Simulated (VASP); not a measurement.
Input of a VASP 6.6.1 run:

INCAR

```
SYSTEM = Ni
ALGO = Normal
EDIFF = 1E-6
ENCUT = 600
GGA = PE
GGA_COMPAT = .FALSE.
ISIF = 2
ISMEAR = -1
ISPIN = 2
LASPH = .TRUE.
LCHARG = .FALSE.
LMAXMIX = 4
LORBIT = 11
LREAL = .FALSE.
LWAVE = .FALSE.
MAGMOM = 0.81
NBANDS = 15
NELM = 200
PREC = Accurate
SIGMA = 0.1
```

The input KPOINTS:

```
k-points
0
G
  8 8 8
  0 0 0
```

POSCAR

```
Ni
1.0
    0.0000000000      1.8435000000      1.8435000000
    1.8435000000      0.0000000000      1.8435000000
    1.8435000000      1.8435000000      0.0000000000
Ni
1
Direct
    0.0000000000      0.0000000000      0.0000000000
```

Potentials or basis: VASP PAW PBE potentials, release 64 (Ni).

The run is started by

```sh
$ cat potpaw_PBE.64/Ni/POTCAR > POTCAR
$ mpirun -np 1 vasp_std > vasp.out
```

Question: Predict the site moments.

Answer: Ni +0.71 μB.

Question: Predict the net moment.

Answer: 0.69 μB per cell.

Caveat: the k points lie up to 0.37 Å⁻¹ apart.
